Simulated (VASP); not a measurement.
A run of VASP 6.6.1 is set up as follows.

File INCAR:

```
ALGO = Normal ; EDIFF = 1E-6
ENCUT = 600 ; GGA = PE
GGA_COMPAT = F ; ISIF = 2
ISMEAR = 0 ; LASPH = T
LCHARG = T ; LELF = T
LREAL = F ; LVHAR = T
LWAVE = F ; NBANDS = 30
NELM = 120 ; PREC = Accurate
SIGMA = 0.2
```

KPOINTS

```
k-points
0
Gamma
  4 4 4
```

Contents of POSCAR:

```
Hf4C
1.0
    3.2233187162      1.8609839285      2.6427052337
   -3.2233187162      1.8609839285      2.6427052337
    0.0000000000     -3.7219678570      2.6427052337
Hf C
4 1
Direct
    0.5000000000      0.5000000000      0.0000000000
    0.0000000000      0.5000000000      0.5000000000
    0.5000000000      0.0000000000      0.5000000000
    0.0000000000      0.0000000000      0.0000000000
    0.5000000000      0.5000000000      0.5000000000
```

Potentials or basis: VASP PAW PBE potentials, release 64 (Hf_pv, C).

Launch:

```bash
$ cat potpaw_PBE.64/Hf_pv/POTCAR potpaw_PBE.64/C/POTCAR > POTCAR
$ mpirun -np 1 vasp_std > vasp.out
```

Task: Estimate the pressure.

Result: -0.5 GPa.

Task: Predict the band gap on the k mesh.

Result: Zero (band 22 reaches 5.27 eV, above the bottom of band 23 at 4.50 eV).

Stress tensor (GPa, compression positive):
```
-0.32  0.00  0.00
 0.00 -0.32  0.00
 0.00  0.00 -0.77
```

Caveat: spin-orbit coupling is left out, which moves the levels of the heavy elements.
